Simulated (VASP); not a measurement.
# VCrC2 (R-3m) in VASP: notebook

The runs below take VCrC2 through single point, with PBE, PBEsol.

Everything below comes from runs of VASP 6.6.1. Logs are shortened: lines on timing, memory, paths and dates and some standing lists are left out, and cuts for length are marked.

## 1. The cell of the first run

It takes space group R-3m (No. 166, trigonal). Conventional cell: a = 2.921 Å, b = 2.921 Å, c = 14.218 Å, α = 90.00°, β = 90.00°, γ = 120.00°. Cr (site symmetry -3m) has 6 C at 2.05 Å within 2.7 Å. V (site symmetry -3m) has 6 C at 2.07 Å within 2.7 Å. C (site symmetry 3m) has 3 Cr at 2.05 Å and 3 V at 2.07 Å within 2.7 Å.

## 2. Single point, PBE, collinear spin, ferromagnetic start

INCAR reads:

```
PREC = Accurate
ENCUT = 520
EDIFF = 1E-7
ISMEAR = -1
SIGMA = 0.05
LREAL = F
LASPH = T
NELM = 150
ALGO = Normal
ISIF = 2
LWAVE = F
LCHARG = F
ISPIN = 2
MAGMOM = 0.72 0.48 0 0
LORBIT = 11
NUPDOWN = 1.2
LMAXMIX = 4
GGA = PE
NBANDS = 28
```

KPOINTS reads:

```
regular mesh
0
Gamma
  9 9 9
```

POSCAR reads:

```
VCrC2
1.0
    1.4606320425      0.8432963029      4.7393853233
   -1.4606320425      0.8432963029      4.7393853233
    0.0000000000     -1.6865926058      4.7393853233
Cr V C
1 1 2
Direct
    0.5000000000      0.5000000000      0.5000000000
    0.0000000000      0.0000000000      0.0000000000
    0.2487590000      0.2487590000      0.2487590000
    0.7512410000      0.7512410000      0.7512410000
```

Potentials or basis: VASP PAW PBE potentials, release 64 (Cr_pv, V_sv, C).

Launch:

```bash
> cat potpaw_PBE.64/Cr_pv/POTCAR potpaw_PBE.64/V_sv/POTCAR potpaw_PBE.64/C/POTCAR > POTCAR
> mpirun -np 1 vasp_std > vasp.out
```

OUTCAR:

```text
PREC = Accurate
   ENCUT = 520
   EDIFF = 1E-7
   ISMEAR = -1
   LREAL = F
   LASPH = T
   NELM = 150
   ISIF = 2
   ISPIN = 2
   LORBIT = 11
   NUPDOWN = 1.2
   GGA = PE

 ion  position               nearest neighbor table
   1  0.500  0.500  0.500-   3 2.05   4 2.05   3 2.05   3 2.05   4 2.05   4 2.05   2 2.91   2 2.91
                             2 2.91   2 2.91   2 2.91   2 2.91
   2  0.000  0.000  0.000-   4 2.07   3 2.07   4 2.07   4 2.07   3 2.07   3 2.07   1 2.91   1 2.91
                             1 2.91   1 2.91   1 2.91   1 2.91
   3  0.249  0.249  0.249-   1 2.05   1 2.05   1 2.05   2 2.07   2 2.07   2 2.07
   4  0.751  0.751  0.751-   1 2.05   1 2.05   1 2.05   2 2.07   2 2.07   2 2.07

  LATTYP: Found a trigonal (rhomboedric) cell.
 ALAT       =     5.0305434956
 COS(alpha) =     0.8313905832

  Lattice vectors:

 A1 = (   1.4606320425,   0.8432963029,   4.7393853233)
 A2 = (  -1.4606320425,   0.8432963029,   4.7393853233)
 A3 = (   0.0000000000,  -1.6865926058,   4.7393853233)

Analysis of symmetry for initial positions (statically):
=====================================================================
 Subroutine PRICEL returns:
 Original cell was already a primitive cell.

 Routine SETGRP: Setting up the symmetry group for a
 trigonal (rhombohedral) supercell.

 Subroutine GETGRP returns: Found 12 space group operations
 (whereof 12 operations were pure point group operations)
 out of a pool of 12 trial point group operations.

The static configuration has the point symmetry D_3d.

Analysis of symmetry for dynamics (positions and initial velocities):
=====================================================================
 Subroutine PRICEL returns:
 Original cell was already a primitive cell.

 Routine SETGRP: Setting up the symmetry group for a
 trigonal (rhombohedral) supercell.

 Subroutine GETGRP returns: Found 12 space group operations
 (whereof 12 operations were pure point group operations)
 out of a pool of 12 trial point group operations.

The dynamic configuration has the point symmetry D_3d.

Analysis of structural, dynamic, and magnetic symmetry:
=====================================================================
 Subroutine PRICEL returns:
 Original cell was already a primitive cell.

 Routine SETGRP: Setting up the symmetry group for a
 trigonal (rhombohedral) supercell.

 Subroutine GETGRP returns: Found 12 space group operations
 (whereof 12 operations were pure point group operations)
 out of a pool of 12 trial point group operations.

The overall configuration has the point symmetry D_3d.

 Subroutine INISYM returns: Found 12 space group operations
 (whereof 12 operations are pure point group operations),
 and found     1 'primitive' translations

----------------------------------------------------------------------------------------

                                     Primitive cell

  volume of cell :      35.0263

  direct lattice vectors                    reciprocal lattice vectors
     1.460632042  0.843296303  4.739385323     0.342317562  0.197637137  0.070332609
    -1.460632042  0.843296303  4.739385323    -0.342317562  0.197637137  0.070332609
     0.000000000 -1.686592606  4.739385323     0.000000000 -0.395274273  0.070332609

  length of vectors
     5.030543496  5.030543496  5.030543496     0.401482785  0.401482785  0.401482785

  position of ions in fractional coordinates (direct lattice)
     0.500000000  0.500000000  0.500000000
     0.000000000  0.000000000  0.000000000
     0.248759000  0.248759000  0.248759000
     0.751241000  0.751241000  0.751241000

  ion indices of the primitive-cell ions
   primitive index   ion index
                 1           1
                 2           2
                 3           3
                 4           4

----------------------------------------------------------------------------------------

 KPOINTS: regular mesh

Automatic generation of k-mesh.
 Grid dimensions read from file:
 generate k-points for:    9    9    9

 Generating k-lattice:

  Cartesian coordinates                     Fractional coordinates (reciprocal lattice)
     0.038035285  0.021959682  0.007814734     0.111111111  0.000000000  0.000000000
    -0.038035285  0.021959682  0.007814734     0.000000000  0.111111111  0.000000000
     0.000000000 -0.043919364  0.007814734     0.000000000  0.000000000  0.111111111

  Length of vectors
     0.044609198  0.044609198  0.044609198

  Shift w.r.t. Gamma in fractional coordinates (k-lattice)
     0.000000000  0.000000000  0.000000000

 Subroutine IBZKPT returns following result:
 ===========================================

 Found     85 irreducible k-points:

 Following reciprocal coordinates:
            Coordinates               Weight
  0.000000  0.000000  0.000000      1.000000
  0.111111 -0.000000 -0.000000      6.000000
  0.222222 -0.000000  0.000000      6.000000
  0.333333 -0.000000  0.000000      6.000000
  0.444444 -0.000000  0.000000      6.000000
  0.111111  0.111111 -0.000000      6.000000
[... 16 lines left out ...]
 -0.333333  0.333333  0.000000      6.000000
  0.444444  0.444444  0.000000      6.000000
 [... further k-points ...]
   k-points           NKPTS =     85   k-points in BZ     NKDIM =     85   number of bands    NBANDS=     28
   number of dos      NEDOS =    301   number of ions     NIONS =      4
   total plane-waves  NPLWV =  64000
   dimension x,y,z NGX =    40 NGY =   40 NGZ =   40
   dimension x,y,z NGXF=    80 NGYF=   80 NGZF=   80
   ions per type =               1   1   2
   NGX,Y,Z   is equivalent  to a cutoff of  13.22, 13.22, 13.22 a.u.
   NGXF,Y,Z  is equivalent  to a cutoff of  26.44, 26.44, 26.44 a.u.
 SYSTEM =  unknown system
   PREC   = accura    normal or accurate (medium, high low for compatibility)
   ISTART =      0    job   : 0-new  1-cont  2-samecut
   ICHARG =      2    charge: 1-file 2-atom 10-const
   ISPIN  =      2    spin polarized calculation?
   LNONCOLLINEAR =      F non collinear calculations
   LSORBIT =      F    spin-orbit coupling
   LASPH  =      T    aspherical Exc in radial PAW
   ENCUT  =  520.0 eV  38.22 Ry    6.18 a.u.   9.35  9.35  9.35*2*pi/ulx,y,z
   NELM   =    150;   NELMIN=  2; NELMDL= -5     # of ELM steps
   EDIFF  = 0.1E-06   stopping-criterion for ELM
   LREAL  =      F    real-space projection
   EDIFFG = 0.1E-05   stopping-criterion for IOM
   NSW    =      0    number of steps for IOM
   IBRION =     -1    ionic relax: 0-MD 1-quasi-New 2-CG
   NFREE  =      0    steps in history (QN), initial steepest desc. (CG)
   ISIF   =      2    stress and relaxation
   ISYM   =      2    0-nonsym 1-usesym 2-fastsym
   POTIM  = 0.5000    time-step for ionic-motion
   TEBEG  =    0.0;   TEEND  =   0.0 temperature during run
   PSTRESS=    0.0 pullay stress
   NELECT =      33.0000    total number of electrons
   NUPDOWN=       1.2000    fix difference up-down
   EMIN   =  10.00;   EMAX   =-10.00  energy-range for DOS
   EFERMI =   0.00;   METHOD = LEGACY
   ISMEAR =    -1;   SIGMA  =   0.05  broadening in eV -4-tet -1-fermi 0-gaus
   EFERMI_NEDOS =   21; number of points for ismear=-14 and -15
   IALGO  =     38    algorithm
   IMIX   =      4    mixing-type and parameters
     AMIX     =   0.40;   BMIX     =  1.00
     AMIX_MAG =   1.60;   BMIX_MAG =  1.00
  volume/ion in A,a.u.               =       8.76        59.09
  Fermi-wavevector in a.u.,A,eV,Ry     =   1.604900  3.032822 35.044592  2.575705
  Thomas-Fermi vector in A             =   2.701332
   LORBIT       =     11    0 simple, 1 ext, 2 COOP (PROOUT), +10 PAW based schemes
   GGA     = PE    functional components
   LHFCALC =     F    Hartree Fock is set to
   AEXX    =    0.0000 exact exchange contribution
   IVDW    =     0    specifies the selected vdW correction
   LEPSILON=     F    determine dielectric tensor
   LRPA    =     F    only Hartree local field effects (RPA)
 spin polarized calculation
  energy-cutoff  :      520.00
  volume of cell :       35.03
 maximum number of plane-waves:       966
 NGX is ok and might be reduce to    40
   NGX = 19   NGY = 19   NGZ = 19

 number of electron      32.9999997 magnetization       1.2000000

 Free energy of the ion-electron system (eV)
  ---------------------------------------------------
  ext. energy  EPLUGINS =         0.00000000
  ---------------------------------------------------
  free energy    TOTEN  =       -37.46128270 eV

  energy without entropy =      -37.42844040  energy(sigma->0) =      -37.44486155

 E-fermi :  11.0137     XC(G=0): -13.5561

 val. band max:       11.0606955354   @ k =  -0.4444   0.3333   0.3333
 cond. band min:      11.0249842233   @ k =  -0.4444   0.3333  -0.0000
 fundamental gap:     -0.0357113121
 Fermi energy:        11.0637034513

 spin component 1

 k-point     1 :       0.0000    0.0000    0.0000
  band No.  band energies     occupation
      1     -53.9153      1.00000
      2     -33.2463      1.00000
      3     -33.0766      1.00000
      4     -33.0766      1.00000
      5     -27.8090      1.00000
      6     -27.6055      1.00000
[... 20 lines left out ...]
     27      19.2031      0.00000
[... 691 lines left out ...]
      6     -27.7518      1.00000
[... 20 lines left out ...]
     27      19.5060      0.00000
     28      22.3389      0.00000

 [... further k-points ...]

 spin component 2

 k-point     1 :       0.0000    0.0000    0.0000
  band No.  band energies     occupation
      1     -53.9029      1.00000
      2     -31.9636      1.00000
      3     -31.6786      1.00000
      4     -31.6786      1.00000
      5     -27.8319      1.00000
      6     -27.5763      1.00000
[... 20 lines left out ...]
     27      19.2530      0.00000
[... 691 lines left out ...]
      6     -27.7760      1.00000
[... 20 lines left out ...]
     27      19.5710      0.00000
     28      22.5890      0.00000

 [... further k-points ...]
[... 5 lines left out ...]
  --------------------------------------------------------------------------------------
  -------------------------------------------------------------------------------------
  Total        0.6130291      0.6130291     -0.3681546     -0.0000000     -0.0000000      0.0000000
  in kB       28.0412520     28.0412520    -16.8401712     -0.0000000     -0.0000000      0.0000000
  external PRESSURE =      13.0807776 kB  Pullay stress =       0.0000000 kB

 VOLUME and BASIS-vectors are now :
 -----------------------------------------------------------------------------
  energy-cutoff  :      520.00
  volume of cell :       35.03
      direct lattice vectors                 reciprocal lattice vectors
     1.460632042  0.843296303  4.739385323     0.342317562  0.197637137  0.070332609
    -1.460632042  0.843296303  4.739385323    -0.342317562  0.197637137  0.070332609
     0.000000000 -1.686592606  4.739385323     0.000000000 -0.395274273  0.070332609

 POSITION                                       TOTAL-FORCE (eV/Angst)
 -----------------------------------------------------------------------------------
      0.00000      0.00000      7.10908         0.000000      0.000000      0.000000
      0.00000      0.00000      0.00000        -0.000000      0.000000      0.000000
      0.00000      0.00000      3.53689         0.000000      0.000000     -0.021239
      0.00000      0.00000     10.68126         0.000000     -0.000000      0.021239
 -----------------------------------------------------------------------------------
    total drift:                                0.000000      0.000000      0.000000

  FREE ENERGIE OF THE ION-ELECTRON SYSTEM (eV)
  ---------------------------------------------------
  free  energy   TOTEN  =       -37.4612826988 eV

  energy  without entropy=      -37.4284404028  energy(sigma->0) =      -37.44486155

 total charge

# of ion       s       p       d       tot
------------------------------------------
    1        0.331   6.445   4.326  11.102
    2        2.266   6.327   3.180  11.773
    3        0.894   1.528   0.000   2.423
    4        0.894   1.528   0.000   2.423
--------------------------------------------------
tot          4.385  15.829   7.506  27.721

 magnetization (x)

# of ion       s       p       d       tot
------------------------------------------
    1        0.007   0.011   1.281   1.299
    2       -0.003  -0.006   0.012   0.003
    3       -0.006  -0.042   0.000  -0.047
    4       -0.006  -0.042   0.000  -0.047
--------------------------------------------------
tot         -0.007  -0.079   1.293   1.207
```

Run time: 4.1 min. Hardware: 1 thread of Intel Xeon 6975P-C (Granite Rapids), shared host; peak memory 0.38 GiB.

What came out:

```yaml
Free_energy: -37.4613 eV
Pressure: 1.3 GPa
Largest_force: 0.021 eV/Å
Net_moment: 1.20 μB per cell
Site_moments: Cr +1.30; V +0.00; C -0.05 μB
Valence_electrons_inside_the_program's_atomic_spheres: Cr 11.10; V 11.77; C 2.42
```

Forces on the atoms (eV/Å):
```
Cr   0.000  0.000  0.000
V    0.000  0.000  0.000
C    0.000  0.000 -0.021
C    0.000  0.000  0.021
```

Caveat: the total moment is fixed, so each spin has its own Fermi level.

## 3. Single point, PBE, collinear spin, ferromagnetic start

INCAR reads:

```
SYSTEM = VCrC2
PREC = Accurate
ENCUT = 520
EDIFF = 1E-6
ISMEAR = -1
SIGMA = 0.05
LREAL = .False.
LASPH = .True.
NELM = 150
ALGO = Normal
ISIF = 2
LWAVE = .False.
LCHARG = .False.
ISPIN = 2
MAGMOM = 1.5 1 0 0
LORBIT = 11
NUPDOWN = 2.5
LMAXMIX = 4
GGA = PE
NBANDS = 28
```

KPOINTS reads:

```
regular mesh
0
Gamma
  9 9 9
  0 0 0
```

POSCAR is that of step 2.

Potentials or basis: VASP PAW PBE potentials, release 64 (Cr_pv, V_sv, C).

Launch:

```bash
> cat potpaw_PBE.64/Cr_pv/POTCAR potpaw_PBE.64/V_sv/POTCAR potpaw_PBE.64/C/POTCAR > POTCAR
> mpirun -np 1 vasp_std > vasp.out
```

Run time: 3.1 min. Hardware: 1 thread of Intel Xeon 6975P-C (Granite Rapids), shared host; peak memory 0.37 GiB.

The run converged. Its results:

```yaml
Free_energy: -37.2950 eV
Pressure: 7.3 GPa
Largest_force: 0.127 eV/Å
Net_moment: 2.50 μB per cell
Site_moments: Cr +1.91; V +0.63; C -0.06 μB
Valence_electrons_inside_the_program's_atomic_spheres: Cr 11.11; V 11.78; C 2.43
```

Forces in eV/Å, atoms in the order of the input:
```
Cr   0.000  0.000  0.000
V    0.000  0.000  0.000
C    0.000  0.000  0.127
C    0.000  0.000 -0.127
```

Stress tensor (GPa, compression positive):
```
8.98 0.00 0.00
0.00 8.98 0.00
0.00 0.00 4.00
```

Caveat: the total moment is fixed, so each spin has its own Fermi level.

(Continued in part 2 of 2.)
